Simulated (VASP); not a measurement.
# KBr in VASP: notebook, part 2 of 2

VASP 6.6.1. The steps go on from the part before.

### 3 Single point, PBE (uniaxial strain along a: -3.0 %)

INCAR

```
SYSTEM = KBr
  PREC = Accurate
  ENCUT = 520
  EDIFF = 1E-7
  ISMEAR = 0
  SIGMA = 0.02
  LREAL = .False.
  LASPH = .True.
  NELM = 60
  ALGO = Normal
  ISIF = 2
  LWAVE = .False.
  LCHARG = .False.
  GGA = PE
  NBANDS = 24
```

KPOINTS

```
regular mesh
0
Gamma
  6 6 4
  0 0 0
```

POSCAR

```
KBr
1.0
    3.2494682275      3.2494682275      0.0000000000
   -3.3750919992      3.3750919992      0.0000000000
    0.0000000000      0.0000000000      6.7501839984
K Br
2 2
Direct
    0.0000000000      0.0000000000      0.0000000000
    0.5000000000      0.5000000000      0.5000000000
    0.5000000000      0.5000000000      0.0000000000
    0.0000000000      0.0000000000      0.5000000000
```

Potentials or basis: VASP PAW PBE potentials, release 64 (K_sv, Br).

Started as:

```bash
cat potpaw_PBE.64/K_sv/POTCAR potpaw_PBE.64/Br/POTCAR > POTCAR
mpirun -np 1 vasp_std > vasp.out
```

OUTCAR:

```text
SYSTEM = KBr
   PREC = Accurate
   ENCUT = 520
   EDIFF = 1E-7
   ISMEAR = 0
   LREAL = .False.
   LASPH = .True.
   NELM = 60
   ISIF = 2
   GGA = PE

 ion  position               nearest neighbor table
   1  0.000  0.000  0.000-
   2  0.500  0.500  0.500-
   3  0.500  0.500  0.000-
   4  0.000  0.000  0.500-

  LATTYP: Found a simple orthorhombic cell.
 ALAT       =     4.5954420378
 B/A-ratio  =     1.0386597938
 C/A-ratio  =     1.4688867671
[... 219 lines left out ...]
      5     -13.2568      2.00000
      6     -13.2072      2.00000
[... 637 lines left out ...]
     23       7.6348      0.00000
     24       7.6359      0.00000

 [... further k-points ...]
[... 5 lines left out ...]
  --------------------------------------------------------------------------------------
  -------------------------------------------------------------------------------------
  Total        0.4296923      0.4296923     -0.0517065      0.1831888      0.0000000      0.0000000
  in kB        4.6496973      4.6496973     -0.5595155      1.9822845      0.0000000      0.0000000
  external PRESSURE =       2.9132930 kB  Pullay stress =       0.0000000 kB

 VOLUME and BASIS-vectors are now :
 -----------------------------------------------------------------------------
  energy-cutoff  :      520.00
  volume of cell :      148.06
      direct lattice vectors                 reciprocal lattice vectors
     3.249468227  3.249468227  0.000000000     0.153871331  0.153871331  0.000000000
    -3.375091999  3.375091999  0.000000000    -0.148144110  0.148144110  0.000000000
     0.000000000  0.000000000  6.750183998     0.000000000  0.000000000  0.148144110

 POSITION                                       TOTAL-FORCE (eV/Angst)
 -----------------------------------------------------------------------------------
      0.00000      0.00000      0.00000         0.000000     -0.000000      0.000000
     -0.06281      3.31228      3.37509         0.000000     -0.000000     -0.000000
     -0.06281      3.31228      0.00000        -0.000000      0.000000      0.000000
      0.00000      0.00000      3.37509         0.000000     -0.000000      0.000000
 -----------------------------------------------------------------------------------
    total drift:                               -0.000000      0.000000      0.000000

  FREE ENERGIE OF THE ION-ELECTRON SYSTEM (eV)
  ---------------------------------------------------
  free  energy   TOTEN  =       -12.4379294548 eV

  energy  without entropy=      -12.4379294548  energy(sigma->0) =      -12.43792945
```

OSZICAR:

```text
N       E                     dE             d eps       ncg     rms          rms(c)
DAV:   1     0.229397468372E+03    0.22940E+03   -0.13839E+04  2304   0.116E+03
DAV:   2     0.595198090406E+01   -0.22345E+03   -0.21115E+03  2800   0.292E+02
DAV:   3    -0.124021321183E+02   -0.18354E+02   -0.18274E+02  3816   0.725E+01
DAV:   4    -0.127854560918E+02   -0.38332E+00   -0.38257E+00  3296   0.104E+01
DAV:   5    -0.127988069404E+02   -0.13351E-01   -0.13350E-01  3464   0.142E+00    0.419E+00
DAV:   6    -0.124397815410E+02    0.35903E+00   -0.57429E-01  2920   0.282E+00    0.299E+00
DAV:   7    -0.124162606167E+02    0.23521E-01   -0.32380E-01  3008   0.231E+00    0.144E+00
DAV:   8    -0.124364296313E+02   -0.20169E-01   -0.53337E-02  3280   0.119E+00    0.296E-01
DAV:   9    -0.124364523965E+02   -0.22765E-04   -0.10281E-03  3136   0.162E-01    0.187E-01
DAV:  10    -0.124379219469E+02   -0.14696E-02   -0.27118E-03  2792   0.237E-01    0.841E-02
DAV:  11    -0.124379187854E+02    0.31614E-05   -0.91015E-05  3616   0.478E-02    0.249E-02
DAV:  12    -0.124379264712E+02   -0.76858E-05   -0.15230E-05  2952   0.191E-02    0.583E-03
DAV:  13    -0.124379289656E+02   -0.24944E-05   -0.55708E-06  2944   0.133E-02    0.391E-03
DAV:  14    -0.124379292767E+02   -0.31106E-06   -0.10616E-07  2288   0.214E-03    0.176E-03
DAV:  15    -0.124379294121E+02   -0.13544E-06   -0.42431E-08  2208   0.131E-03    0.393E-04
DAV:  16    -0.124379294548E+02   -0.42709E-07   -0.74793E-09  2120   0.513E-04
   1 F= -.12437929E+02 E0= -.12437929E+02  d E =-.428469E-24
```

stdout:

```text
POSCAR found type information on POSCAR K Br
 POSCAR found :  2 types and       4 ions
 scaLAPACK will be used
 LDA part: xc-table for (Slater+PW92), standard interpolation
 POSCAR, INCAR and KPOINTS ok, starting setup
 FFT: planning ... GRIDC
 FFT: planning ... GRID_SOFT
 FFT: planning ... GRID
 WAVECAR not read
 entering main loop
```

It took 5.7 min on 1 thread of Oxide Virtual Turin-like, shared host; peak memory 0.28 GiB.

Results:

| Quantity | Value |
| --- | --- |
| Free energy | -12.4379 eV |
| Pressure | 0.3 GPa |
| Band gap on the k mesh | 4.30 eV |

Caveat: the cell differs from its parent crystal (uniaxial strain along a: -3.0 %).

### 4 Single point, PBE (uniaxial strain along a: -1.5 %)

INCAR

```
ALGO = Normal ; EDIFF = 1E-6
ENCUT = 520 ; GGA = PE
ISIF = 2 ; ISMEAR = 0
LASPH = True ; LCHARG = True
LELF = True ; LREAL = False
LVHAR = True ; LWAVE = False
NBANDS = 24 ; NELM = 100
PREC = Accurate ; SIGMA = 0.02
```

KPOINTS

```
k-points
0
Gamma
  6 6 4
```

POSCAR

```
KBr
1.0
    3.2997177362      3.2997177362      0.0000000000
   -3.3625296220      3.3625296220      0.0000000000
    0.0000000000      0.0000000000      6.7250592441
K Br
2 2
Direct
    0.0000000000      0.0000000000      0.0000000000
    0.5000000000      0.5000000000      0.5000000000
    0.5000000000      0.5000000000      0.0000000000
    0.0000000000      0.0000000000      0.5000000000
```

Started as:

```bash
cat potpaw_PBE.64/K_sv/POTCAR potpaw_PBE.64/Br/POTCAR > POTCAR
mpirun -np 1 vasp_std > vasp.out
```

Run time: 5 min. Hardware: 1 thread of Oxide Virtual Turin-like, shared host; peak memory 0.29 GiB.

It converged, with:

```yaml
Free_energy: -12.4446 eV
Pressure: 0.2 GPa
Band_gap_on_the_k_mesh: 4.31 eV
```

Stress tensor (GPa, compression positive):
```
0.26 0.10 0.00
0.10 0.26 0.00
0.00 0.00 0.00
```

Levels at points of the mesh, in eV from the valence-band top:
| k point | band 13 | band 14 | band 15 | band 16 | band 17 | band 18 | band 19 | band 20 |
| --- | --- | --- | --- | --- | --- | --- | --- | --- |
| (0.00, 0.00, 0.00) | -0.26 | -0.04 | -0.02 | 0.00 | 4.31 | 5.89 | 7.03 | 7.52 |
| (0.50, 0.00, 0.00) | -0.40 | -0.40 | -0.34 | -0.34 | 6.75 | 6.75 | 7.37 | 7.37 |
| (0.00, 0.50, 0.00) | -0.41 | -0.41 | -0.29 | -0.29 | 6.70 | 6.70 | 7.42 | 7.42 |
| (0.50, 0.50, 0.00) | -0.30 | -0.30 | -0.29 | -0.29 | 5.88 | 5.88 | 7.04 | 7.04 |
| (0.00, 0.00, 0.50) | -0.19 | -0.19 | -0.14 | -0.14 | 5.75 | 5.75 | 6.52 | 6.52 |
| (0.50, 0.00, 0.50) | -0.35 | -0.35 | -0.33 | -0.33 | 6.49 | 6.49 | 8.10 | 8.10 |
| (0.00, 0.50, 0.50) | -0.33 | -0.33 | -0.30 | -0.30 | 6.49 | 6.49 | 8.04 | 8.04 |
| (0.50, 0.50, 0.50) | -0.57 | -0.57 | -0.51 | -0.51 | 7.30 | 7.30 | 7.31 | 7.31 |

Caveat: the cell differs from its parent crystal (uniaxial strain along a: -1.5 %). A k mesh can miss the band edges.

### 5 Single point, PBE (uniaxial strain along a: -3.0 %, then relaxed in part)

INCAR

```
ALGO = Normal
EDIFF = 1E-6
ENCUT = 520
GGA = PE
ISIF = 2
ISMEAR = 0
LASPH = True
LCHARG = False
LREAL = False
LWAVE = False
NBANDS = 24
NELM = 60
PREC = Accurate
SIGMA = 0.02
```

KPOINTS is that of step 4.

POSCAR

```
KBr
1.0
    3.2494682275      3.2494682275      0.0000000000
   -3.4086548178      3.4086548178      0.0000000000
    0.0000000000      0.0000000000      6.7202435739
K Br
2 2
Direct
    0.0000000000      0.0000000000      0.0000000000
    0.5000000000      0.5000000000      0.5000000000
    0.5000000000      0.5000000000      0.0000000000
    0.0000000000      0.0000000000      0.5000000000
```

Started as:

```bash
cat potpaw_PBE.64/K_sv/POTCAR potpaw_PBE.64/Br/POTCAR > POTCAR
mpirun -np 1 vasp_std > vasp.out
```

Run time: 5.2 min. Hardware: 1 thread of Oxide Virtual Turin-like, shared host; peak memory 0.29 GiB.

The run converged. Its results:

```
Free energy            : -12.4395 eV
Pressure               : 0.2 GPa
Band gap on the k mesh : 4.28 eV
```

Stress tensor (GPa, compression positive):
```
0.29 0.25 0.00
0.25 0.29 0.00
0.00 0.00 0.02
```

Levels at points of the mesh, in eV from the valence-band top:
```csv
k point,band 13,band 14,band 15,band 16,band 17,band 18,band 19,band 20
"(0.00, 0.00, 0.00)",-0.25,-0.10,-0.06,0.00,4.28,5.84,7.02,7.37
"(0.50, 0.00, 0.00)",-0.43,-0.43,-0.42,-0.42,6.76,6.76,7.30,7.30
"(0.00, 0.50, 0.00)",-0.46,-0.46,-0.28,-0.28,6.64,6.64,7.41,7.41
"(0.50, 0.50, 0.00)",-0.34,-0.34,-0.33,-0.33,5.84,5.84,7.01,7.01
"(0.00, 0.00, 0.50)",-0.26,-0.26,-0.14,-0.14,5.71,5.71,6.50,6.50
"(0.50, 0.00, 0.50)",-0.43,-0.43,-0.37,-0.37,6.45,6.45,8.10,8.10
"(0.00, 0.50, 0.50)",-0.36,-0.36,-0.29,-0.29,6.46,6.46,7.95,7.95
"(0.50, 0.50, 0.50)",-0.59,-0.59,-0.55,-0.55,7.25,7.25,7.28,7.28
```

Caveat: the cell differs from its parent crystal (uniaxial strain along a: -3.0 %, then relaxed in part). A k mesh can miss the band edges.

### 6 The runs side by side

| cell | gap on the mesh (eV) | pressure (GPa) |
| --- | --- | --- |
| a = 4.738, b = 4.738, c = 6.700 Å, 4 atoms | 4.32 | 0.1 |
| a = 4.595, b = 4.773, c = 6.750 Å, 4 atoms | 4.30 | 0.3 |
| a = 4.667, b = 4.755, c = 6.725 Å, 4 atoms | 4.31 | 0.2 |
| a = 4.595, b = 4.821, c = 6.720 Å, 4 atoms | 4.28 | 0.2 |

Alike in all rows: task single point; level PBE; potentials or basis VASP PAW PBE potentials, release 64 (K_sv, Br); no spin polarisation; k mesh 6 × 6 × 4; cutoff (eV) 520; smearing gaussian 0.02 eV.

Absolute energies hang on the potentials; compare differences alone.
